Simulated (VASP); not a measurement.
A run of VASP 6.6.1:

File POSCAR:

```
RbBr
1.0
    4.2071828439      0.0792561917      0.0792561917
    0.0792561917      4.2071828439      0.0792561917
    0.0792561917      0.0792561917      4.2071828439
Rb Br
1 1
Direct
    0.0000000000      0.0000000000      0.0000000000
    0.5000000000      0.5000000000      0.5000000000
```

Contents of INCAR.step1:

```
SYSTEM = RbBr
ALGO = Normal
EDIFF = 1E-5
ENCUT = 550
GGA = PE
GGA_COMPAT = .FALSE.
ISMEAR = 0
LASPH = .TRUE.
LCHARG = .FALSE.
LREAL = .FALSE.
LWAVE = .TRUE.
NBANDS = 15
NELM = 120
PREC = Accurate
SIGMA = 0.01
```

INCAR.step2

```
SYSTEM = RbBr
ALGO = Normal
EDIFF = 1E-6
ENCUT = 550
GGA_COMPAT = .FALSE.
ISIF = 2
ISMEAR = 0
ISTART = 1
LASPH = .TRUE.
LCHARG = .FALSE.
LMIXTAU = .TRUE.
LREAL = .FALSE.
LWAVE = .FALSE.
METAGGA = R2SCAN
NBANDS = 15
NELM = 120
PREC = Accurate
SIGMA = 0.01
```

The input KPOINTS:

```
k-points
0
G
  6 6 6
  0 0 0
```

Potentials or basis: VASP PAW PBE potentials, release 64 (Rb_sv, Br).

Command:

```bash
$ cat potpaw_PBE.64/Rb_sv/POTCAR potpaw_PBE.64/Br/POTCAR > POTCAR
$ cp INCAR.step1 INCAR
$ mpirun -np 1 vasp_std > vasp.out
$ cp INCAR.step2 INCAR
$ mpirun -np 1 vasp_std > vasp.out
```

Hardware: 1 thread of AMD EPYC 9R45 96-Core Processor (Zen 5), with other jobs on the host.

Question: Estimate the wall time of this run.

Answer: Run time: 53 s on 1 thread of AMD EPYC 9R45 96-Core Processor (Zen 5), with other jobs on the host, peak memory 0.17 GiB. Counts: k points 32.
